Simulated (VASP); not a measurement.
# Ti in VASP: single point with PBE

Aim: the single point of Ti with PBE.

Everything below comes from runs of VASP 6.6.1. Logs are shortened: lines on timing, memory, paths and dates and some standing lists are left out, and cuts for length are marked.

**1. The cell of the first run**

The cell holds a slab with vacuum, 12 atoms: a = 5.876 Å, b = 4.650 Å, c = 22.784 Å, α = 90.00°, β = 90.00°, γ = 90.00°.

**2. Single point, PBE**

The input, INCAR:

```
SYSTEM = Ti
  PREC = Accurate
  ENCUT = 520
  EDIFF = 1E-6
  ISMEAR = 0
  SIGMA = 0.1
  LREAL = .FALSE.
  LASPH = .TRUE.
  NELM = 60
  ALGO = Normal
  ISIF = 2
  LWAVE = .FALSE.
  LCHARG = .TRUE.
  LDIPOL = .TRUE.
  IDIPOL = 3
  DIPOL = 0.5 0.5 0.304
  GGA = PE
  LELF = .TRUE.
  LVHAR = .TRUE.
  LVACPOTAV = .TRUE.
  NBANDS = 84
```

The input, KPOINTS:

```
regular mesh
0
G
  5 6 1
  0 0 0
```

The input, POSCAR:

```
Ti
1.0
    5.8763264170      0.0000000000      0.0000000000
    0.0000000000      4.6504654182      0.0000000000
    0.0000000000      0.0000000000     22.7842242132
Ti
12
Direct
    0.0000000000      0.7500000000      0.1755600701
    0.5000000000      0.7500000000      0.1755600701
    0.2500000000      0.2500000000      0.2127864708
    0.7500000000      0.2500000000      0.2127864708
    0.2500000000      0.7500000000      0.2872392721
    0.7500000000      0.7500000000      0.2872392721
    0.0000000000      0.2500000000      0.3233417731
    0.5000000000      0.2500000000      0.3233417731
    0.0000000000      0.7500000000      0.3942811487
    0.5000000000      0.7500000000      0.3942811487
    0.2500000000      0.2500000000      0.4294297722
    0.7500000000      0.2500000000      0.4294297722
```

Potentials or basis: VASP PAW PBE potentials, release 64 (Ti_sv).

The run is started by

```sh
$ cat potpaw_PBE.64/Ti_sv/POTCAR > POTCAR
$ mpirun -np 1 vasp_std > vasp.out
```

OUTCAR:

```text
SYSTEM = Ti
   PREC = Accurate
   ENCUT = 520
   EDIFF = 1E-6
   ISMEAR = 0
   LREAL = .FALSE.
   LASPH = .TRUE.
   NELM = 60
   ISIF = 2
   GGA = PE

 ion  position               nearest neighbor table
   1  0.000  0.750  0.176-   3 2.88   4 2.88   3 2.88   4 2.88
   2  0.500  0.750  0.176-   3 2.88   4 2.88   3 2.88   4 2.88
   3  0.250  0.250  0.213-   5 2.88   5 2.88   1 2.88   1 2.88   2 2.88   2 2.88   8 2.92   7 2.92

   4  0.750  0.250  0.213-   6 2.88   6 2.88   1 2.88   1 2.88   2 2.88   2 2.88   8 2.92   7 2.92

   5  0.250  0.750  0.287-   9 2.85  10 2.85   7 2.87   8 2.87   7 2.87   8 2.87   3 2.88   3 2.88

   6  0.750  0.750  0.287-   9 2.85  10 2.85   7 2.87   8 2.87   7 2.87   8 2.87   4 2.88   4 2.88

   7  0.000  0.250  0.323-  11 2.83  12 2.83   9 2.83   9 2.83   5 2.87   5 2.87   6 2.87   6 2.87
                             3 2.92   4 2.92
   8  0.500  0.250  0.323-  11 2.83  12 2.83  10 2.83  10 2.83   5 2.87   5 2.87   6 2.87   6 2.87
                             3 2.92   4 2.92
   9  0.000  0.750  0.394-   7 2.83   7 2.83   5 2.85   6 2.85  12 2.86  11 2.86  11 2.86  12 2.86

  10  0.500  0.750  0.394-   8 2.83   8 2.83   5 2.85   6 2.85  12 2.86  11 2.86  11 2.86  12 2.86

  11  0.250  0.250  0.429-   7 2.83   8 2.83   9 2.86  10 2.86   9 2.86  10 2.86
  12  0.750  0.250  0.429-   7 2.83   8 2.83   9 2.86  10 2.86   9 2.86  10 2.86

  LATTYP: Found a simple orthorhombic cell.
 ALAT       =     4.6504654182
 B/A-ratio  =     1.2635996376
 C/A-ratio  =     4.8993427892

  Lattice vectors:

 A1 = (   0.0000000000,  -4.6504654182,   0.0000000000)
 A2 = (   5.8763264170,   0.0000000000,   0.0000000000)
 A3 = (   0.0000000000,   0.0000000000,  22.7842242132)

Analysis of symmetry for initial positions (statically):
=====================================================================
 Subroutine PRICEL returns following result:

  LATTYP: Found a simple orthorhombic cell.
 ALAT       =     2.9381632085
 B/A-ratio  =     1.5827798145
 C/A-ratio  =     7.7545808712

  Lattice vectors:

 A1 = (   2.9381632085,   0.0000000000,   0.0000000000)
 A2 = (   0.0000000000,   4.6504654182,   0.0000000000)
 A3 = (   0.0000000000,   0.0000000000,  22.7842242132)

   2 primitive cells build up your supercell.

 Routine SETGRP: Setting up the symmetry group for a
 simple orthorhombic supercell.

 Subroutine GETGRP returns: Found  4 space group operations
 (whereof  2 operations were pure point group operations)
 out of a pool of  8 trial point group operations.

The static configuration has the point symmetry C_1h.
 The point group associated with its full space group is C_2v.

Analysis of symmetry for dynamics (positions and initial velocities):
=====================================================================
 Subroutine PRICEL returns following result:

  LATTYP: Found a simple orthorhombic cell.
 ALAT       =     2.9381632085
 B/A-ratio  =     1.5827798145
 C/A-ratio  =     7.7545808712

  Lattice vectors:

 A1 = (   2.9381632085,   0.0000000000,   0.0000000000)
 A2 = (   0.0000000000,   4.6504654182,   0.0000000000)
 A3 = (   0.0000000000,   0.0000000000,  22.7842242132)

   2 primitive cells build up your supercell.

 Routine SETGRP: Setting up the symmetry group for a
 simple orthorhombic supercell.

 Subroutine GETGRP returns: Found  4 space group operations
 (whereof  2 operations were pure point group operations)
 out of a pool of  8 trial point group operations.

The dynamic configuration has the point symmetry C_1h.
 The point group associated with its full space group is C_2v.

 Subroutine INISYM returns: Found  4 space group operations
 (whereof  2 operations are pure point group operations),
[... 34 lines left out ...]

 KPOINTS: regular mesh

Automatic generation of k-mesh.
 Grid dimensions read from file:
 generate k-points for:    5    6    1

 Generating k-lattice:

  Cartesian coordinates                     Fractional coordinates (reciprocal lattice)
     0.034034869  0.000000000  0.000000000     0.200000000  0.000000000  0.000000000
     0.000000000  0.035838707  0.000000000     0.000000000  0.166666667  0.000000000
     0.000000000  0.000000000  0.043890018     0.000000000  0.000000000  1.000000000

  Length of vectors
     0.034034869  0.035838707  0.043890018

  Shift w.r.t. Gamma in fractional coordinates (k-lattice)
     0.000000000  0.000000000  0.000000000

 Subroutine IBZKPT returns following result:
 ===========================================

 Found     12 irreducible k-points:

 Following reciprocal coordinates:
            Coordinates               Weight
  0.000000  0.000000  0.000000      1.000000
  0.200000  0.000000  0.000000      2.000000
  0.400000  0.000000  0.000000      2.000000
  0.000000  0.166667  0.000000      2.000000
  0.200000  0.166667  0.000000      4.000000
  0.400000  0.166667  0.000000      4.000000
  0.000000  0.333333  0.000000      2.000000
  0.200000  0.333333  0.000000      4.000000
  0.400000  0.333333  0.000000      4.000000
  0.000000  0.500000  0.000000      1.000000
  0.200000  0.500000  0.000000      2.000000
  0.400000  0.500000  0.000000      2.000000
   k-points           NKPTS =     12   k-points in BZ     NKDIM =     12   number of bands    NBANDS=     84
   number of dos      NEDOS =    301   number of ions     NIONS =     12
   total plane-waves  NPLWV = 311040
   dimension x,y,z NGX =    48 NGY =   36 NGZ =  180
   dimension x,y,z NGXF=    96 NGYF=   72 NGZF=  360
   ions per type =              12
   NGX,Y,Z   is equivalent  to a cutoff of  13.58, 12.87, 13.13 a.u.
   NGXF,Y,Z  is equivalent  to a cutoff of  27.16, 25.74, 26.27 a.u.
 SYSTEM =  Ti
   PREC   = accura    normal or accurate (medium, high low for compatibility)
   ISTART =      0    job   : 0-new  1-cont  2-samecut
   ICHARG =      2    charge: 1-file 2-atom 10-const
   ISPIN  =      1    spin polarized calculation?
   LNONCOLLINEAR =      F non collinear calculations
   LSORBIT =      F    spin-orbit coupling
   LASPH  =      T    aspherical Exc in radial PAW
   ENCUT  =  520.0 eV  38.22 Ry    6.18 a.u.  10.93  8.65 42.36*2*pi/ulx,y,z
   NELM   =     60;   NELMIN=  2; NELMDL= -5     # of ELM steps
   EDIFF  = 0.1E-05   stopping-criterion for ELM
   LREAL  =      F    real-space projection
   EDIFFG = 0.1E-04   stopping-criterion for IOM
   NSW    =      0    number of steps for IOM
   IBRION =     -1    ionic relax: 0-MD 1-quasi-New 2-CG
   NFREE  =      0    steps in history (QN), initial steepest desc. (CG)
   ISIF   =      2    stress and relaxation
   ISYM   =      2    0-nonsym 1-usesym 2-fastsym
   POTIM  = 0.5000    time-step for ionic-motion
   TEBEG  =    0.0;   TEEND  =   0.0 temperature during run
   PSTRESS=    0.0 pullay stress
   NELECT =     144.0000    total number of electrons
   NUPDOWN=      -1.0000    fix difference up-down
   EMIN   =  10.00;   EMAX   =-10.00  energy-range for DOS
   EFERMI =   0.00;   METHOD = LEGACY
   ISMEAR =     0;   SIGMA  =   0.10  broadening in eV -4-tet -1-fermi 0-gaus
   EFERMI_NEDOS =   21; number of points for ismear=-14 and -15
   IALGO  =     38    algorithm
   IMIX   =      4    mixing-type and parameters
     AMIX     =   0.40;   BMIX     =  1.00
     AMIX_MAG =   1.60;   BMIX_MAG =  1.00
  volume/ion in A,a.u.               =      51.89       350.15
  Fermi-wavevector in a.u.,A,eV,Ry     =   1.004886  1.898959 13.739107  1.009796
  Thomas-Fermi vector in A             =   2.137530
   LORBIT       =      0    0 simple, 1 ext, 2 COOP (PROOUT), +10 PAW based schemes
   GGA     = PE    functional components
   LHFCALC =     F    Hartree Fock is set to
   AEXX    =    0.0000 exact exchange contribution
   IVDW    =     0    specifies the selected vdW correction
   LEPSILON=     F    determine dielectric tensor
   LRPA    =     F    only Hartree local field effects (RPA)
 non-spin polarized calculation
 Gauss-broadening in eV      SIGMA  =   0.10
  energy-cutoff  :      520.00
  volume of cell :      622.64
 maximum number of plane-waves:     16860
 NGX is ok and might be reduce to    48
   NGX = 21   NGY = 17   NGZ = 85

 dipolmoment           0.000000      0.000000     -0.577454 electrons x Angstroem

 number of electron     144.0000027 magnetization

 dipolmoment           0.000000      0.000000      0.019762 electrons x Angstroem

 Free energy of the ion-electron system (eV)
  ---------------------------------------------------
  ext. energy  EPLUGINS =         0.00000000
  ---------------------------------------------------
  free energy    TOTEN  =       -87.20612777 eV

  energy without entropy =      -87.09580415  energy(sigma->0) =      -87.15096596

 E-fermi :   0.3728     XC(G=0):  -4.7651

 val. band max:        0.3528809531   @ k =   0.4000   0.3333   0.0000
 cond. band min:       0.3746389531   @ k =   0.0000   0.5000   0.0000
 fundamental gap:      0.0217580001
 Fermi energy:         0.3727696899

 k-point     1 :       0.0000    0.0000    0.0000
  band No.  band energies     occupation
      1     -56.6832      2.00000
      2     -56.6390      2.00000
      3     -56.6153      2.00000
      4     -56.5661      2.00000
      5     -56.4677      2.00000
      6     -56.4058      2.00000
[... 1033 lines left out ...]
     83       0.8253      0.00000
     84       0.8539      0.00000

------------------------ aborting loop because EDIFF is reached ----------------------------------------

  FORCE on cell =-STRESS in cart. coord.  units (eV):
  Direction    XX          YY          ZZ          XY          YZ          ZX
  --------------------------------------------------------------------------------------
  -------------------------------------------------------------------------------------
  Total       -5.8361167     -5.2964173     -2.2085058      0.0000000      0.0000000      0.0000000
  in kB      -15.0175114    -13.6287556     -5.6829331      0.0000000      0.0000000      0.0000000
  external PRESSURE =     -11.4430667 kB  Pullay stress =       0.0000000 kB

 VOLUME and BASIS-vectors are now :
 -----------------------------------------------------------------------------
  energy-cutoff  :      520.00
  volume of cell :      622.64
      direct lattice vectors                 reciprocal lattice vectors
     5.876326417  0.000000000  0.000000000     0.170174345  0.000000000  0.000000000
     0.000000000  4.650465418  0.000000000     0.000000000  0.215032241  0.000000000
     0.000000000  0.000000000 22.784224213     0.000000000  0.000000000  0.043890018

 POSITION                                       TOTAL-FORCE (eV/Angst)
 -----------------------------------------------------------------------------------
      0.00000      3.48785      4.00000        -0.000000     -0.000000      0.339576
      2.93816      3.48785      4.00000         0.000000     -0.000000      0.339576
      1.46908      1.16262      4.84817         0.000000     -0.000000      0.082404
      4.40724      1.16262      4.84817         0.000000      0.000000      0.082404
      1.46908      3.48785      6.54452        -0.000000     -0.000000     -0.397415
      4.40724      3.48785      6.54452        -0.000000      0.000000     -0.397415
      0.00000      1.16262      7.36709        -0.000000     -0.000000     -0.008356
      2.93816      1.16262      7.36709        -0.000000      0.000000     -0.008356
      0.00000      3.48785      8.98339        -0.000000     -0.000000      0.000881
      2.93816      3.48785      8.98339         0.000000     -0.000000      0.000881
      1.46908      1.16262      9.78422        -0.000000     -0.000000     -0.017090
      4.40724      1.16262      9.78422        -0.000000     -0.000000     -0.017090
 -----------------------------------------------------------------------------------
    total drift:                                0.000000     -0.000000      0.000361

  FREE ENERGIE OF THE ION-ELECTRON SYSTEM (eV)
  ---------------------------------------------------
  free  energy   TOTEN  =       -87.2061277657 eV

  energy  without entropy=      -87.0958041537  energy(sigma->0) =      -87.15096596

 vacuum level on the upper side and lower side of the slab         4.254         4.123
```

Run time: 30 min. Hardware: 1 thread of Intel Xeon 6975P-C (Granite Rapids), shared host; peak memory 0.84 GiB.

Results:

```yaml
Free_energy: -87.2061 eV
Largest_force: 0.397 eV/Å
Band_gap_on_the_k_mesh: zero (bands 72 and 73 overlap by 0.30 eV)
```

Forces on the atoms (eV/Å):
```
Ti   0.000  0.000  0.340
Ti   0.000  0.000  0.340
Ti   0.000  0.000  0.082
Ti   0.000  0.000  0.082
Ti   0.000  0.000 -0.397
Ti   0.000  0.000 -0.397
Ti   0.000  0.000 -0.008
Ti   0.000  0.000 -0.008
Ti   0.000  0.000  0.001
Ti   0.000  0.000  0.001
Ti   0.000  0.000 -0.017
Ti   0.000  0.000 -0.017
```

The gap in the log of VASP goes by the Fermi energy; the results here count the filled bands.